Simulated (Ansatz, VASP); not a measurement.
**Pd: VASP beside Ansatz**

INCAR

```
PREC = Accurate ; ENCUT = 520
EDIFF = 1E-6 ; ISMEAR = -1
SIGMA = 0.1 ; LREAL = False
LASPH = True ; NELM = 80
ALGO = Normal ; ISIF = 2
LWAVE = False ; LCHARG = False
GGA = B5 ; ALDAX = 1.0
AGGAX = 1.0 ; AGGAC = 1.0
ALDAC = 0.0 ; NBANDS = 17
```

Contents of KPOINTS:

```
Automatic mesh
0
Gamma
  14 14 8
```

POSCAR

```
Pd
1.0
    2.9420737887      0.0000000000      0.0000000000
   -1.4710368944      2.5479106409      0.0000000000
    0.0000000000      0.0000000000      4.9174420259
Pd
2
Direct
    0.3333333333      0.6666666667      0.2500000000
    0.6666666667      0.3333333333      0.7500000000
```

Input for Ansatz:

```yaml
crystal:
  lattice:
    - [2.9420737887, 0.0, 0.0]
    - [-1.4710368944, 2.5479106409, 0.0]
    - [0.0, 0.0, 4.9174420259]
  atoms:
    - { symbol: Pd, position: [0.3333333333, 0.6666666667, 0.25] }
    - { symbol: Pd, position: [0.6666666667, 0.3333333333, 0.75] }
hamiltonian:
  xc: blyp
  pseudopotentials:
    kind: paw
    azcp:
      Pd: "pseudopotentials/Pd.paw.azcp"
basis:
  ecutwfc: 420
  fft_grid_basis: typed
kpoints:
  mp_grid: { grid: [14, 14, 8], shift: [0, 0, 0] }
magnetization:
  spin_polarized: false
scf:
  occupations: { method: fermi_dirac, width: 0.1 }
  lower_state_search: "off"
output:
  stress: true
```

Alike in both runs: task single point; functional BLYP; k mesh 14 × 14 × 8; occupations fermi-dirac, width 0.1 eV; no spin polarisation.

```csv
,VASP,Ansatz
version,VASP 6.6.1,Ansatz 0.2.0
potentials or method,"VASP PAW PBE potentials, release 64 (Pd), cutoff 520 eV","plane waves (420 eV) with PAW, scalar-relativistic"
valence electrons in the cell,20,36
```

|  | VASP | Ansatz | Ansatz less VASP |
| --- | --- | --- | --- |
| pressure (GPa) | -10.6 | -10.8 | -0.18 |
| traceless stress, the component that is largest in VASP (GPa) | -0.11 | -0.06 | +0.047 |

VASP's potentials were made for PBE, not for BLYP. VASP's potentials hold 20 valence electrons a cell and Ansatz's 36, so a difference there can come from the potentials and not from the codes.
